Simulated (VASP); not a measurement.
A run of VASP 6.6.1:

The input INCAR:

```
SYSTEM = Li
PREC     = Accurate       ! precision mode
ENCUT    = 520            ! plane-wave cutoff, eV
EDIFF    = 1E-7           ! SCF threshold, eV
ISMEAR   = -1             ! smearing method
SIGMA    = 0.11           ! smearing width, eV
LREAL    = Auto         
LASPH    = .TRUE.         ! aspherical terms in the spheres
NELM     = 60             ! most SCF steps
ALGO     = Normal         ! electronic algorithm
ISIF     = 2              ! what is computed and relaxed
LWAVE    = .FALSE.        ! write WAVECAR
LCHARG   = .FALSE.        ! write CHGCAR
GGA      = PS             ! functional
NBANDS   = 38             ! bands
```

KPOINTS

```
Automatic mesh
0
G
  2 2 2
  0 0 0
```

The input POSCAR:

```
Li
1.0
    7.0944470000      0.0000000000      0.0000000000
    0.0000000000      7.0944470000      0.0000000000
    0.0000000000      0.0000000000      7.0944470000
Li
16
Direct
   -0.0190994450     -0.0031151124      0.0259921598
    0.5169254207     -0.0600328680      0.0865042758
   -0.0063852757      0.4669990487      0.0129678888
    0.0179154203      0.0109240368      0.4205260819
    0.3087485184      0.2684212032      0.2577226949
    0.5747593858      0.5472730997     -0.0012263112
    0.4050632840     -0.0238778301      0.4720029623
    0.7102879196      0.2821502508      0.3056052149
   -0.0227783786      0.4243882575      0.5579011303
    0.2469114224      0.6986168196      0.2728472001
    0.3011651225      0.1832560029      0.7679386427
    0.4875080468      0.5390272138      0.5038870542
    0.8171743337      0.7271602706      0.2796553417
    0.7440467171      0.1976616359      0.7197037345
    0.1815222525      0.7682064578      0.7097100028
    0.7912667471      0.7783975270      0.7148548717
```

Potentials or basis: VASP PAW PBE potentials, release 64 (Li_sv).

The run is started by

```bash
$ cat potpaw_PBE.64/Li_sv/POTCAR > POTCAR
$ mpirun -np 1 vasp_std > vasp.out
```

Hardware: 1 thread of AMD EPYC 7R13, on a shared host.

Task: How long does it take, and how much memory?

Result: Run time: 5.3 min on 1 thread of AMD EPYC 7R13 (shared host), peak memory 0.34 GiB. Counts: scf iterations 15, k points 8.
